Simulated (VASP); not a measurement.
A run of VASP 6.6.1:

INCAR

```
PREC = Normal
ENCUT = 440
EDIFF = 1E-5
ISMEAR = -1
SIGMA = 0.2232
LREAL = Auto
LASPH = True
NELM = 120
ALGO = Normal
ISIF = 2
LWAVE = False
LCHARG = False
GGA = PE
IVDW = 12
NBANDS = 105
ISYM = -1
IBRION = 0
NSW = 40
POTIM = 2.0
TEBEG = 2590.0
TEEND = 2590.0
NELMIN = 4
RANDOM_SEED = 77000 0 0
MDALGO = 3
LANGEVIN_GAMMA = 5 5
GGA_COMPAT = False
MAXMIX = 40
```

Contents of KPOINTS:

```
explicit points
1
Reciprocal
  0.25000000   0.25000000   0.25000000 1
```

POSCAR

```
SnO
1.0
    7.0683230000      0.2449290000     -0.0865600000
    0.2449290000      7.2262760000      0.0985570000
   -0.0865600000      0.0985570000      7.1778850000
Sn O
9 9
Direct
    0.4292282809      0.4690178453      0.9070258371
    0.9872124359      0.8276838996      0.8114260714
    0.3313111718      0.4677158977      0.3480950140
    0.0852053123      0.9828283354      0.2903274343
    0.9716927830      0.3814059404      0.0526375629
    0.6305152215      0.1086577789      0.9211115784
    0.7208551725      0.7137165682      0.2443428336
    0.4884186601      0.7883918214      0.6497678019
    0.8832588869      0.4583729138      0.6418121840
    0.8056383645      0.1670567786      0.1413478138
    0.2371246010      0.7785600958      0.5473778985
    0.5223637444      0.5110146819      0.5608275570
    0.8473631046      0.4629689341      0.3940730434
    0.1855854670      0.2035403947      0.3788668761
    0.7797875236      0.1950139125      0.7479334387
    0.8154218688      0.9089711696      0.4044310971
    0.1817404825      0.5701393337      0.9021222567
    0.1516127950      0.8441831610      0.0451858451
```

Potentials or basis: VASP PAW PBE potentials, release 64 (Sn_d, O).

Command:

```bash
$ cat potpaw_PBE.64/Sn_d/POTCAR potpaw_PBE.64/O/POTCAR > POTCAR
$ mpirun -np 1 vasp_std > vasp.out
```

Hardware: 1 thread of Intel(R) Xeon(R) 6975P-C (Granite Rapids) (shared host).

Question: Estimate the wall time of this run.

Answer: It took 6.8 min on 1 thread of Intel(R) Xeon(R) 6975P-C (Granite Rapids), with other jobs on the host, peak memory 0.31 GiB. Counts: scf iterations 298, k points 1, ion steps 40.
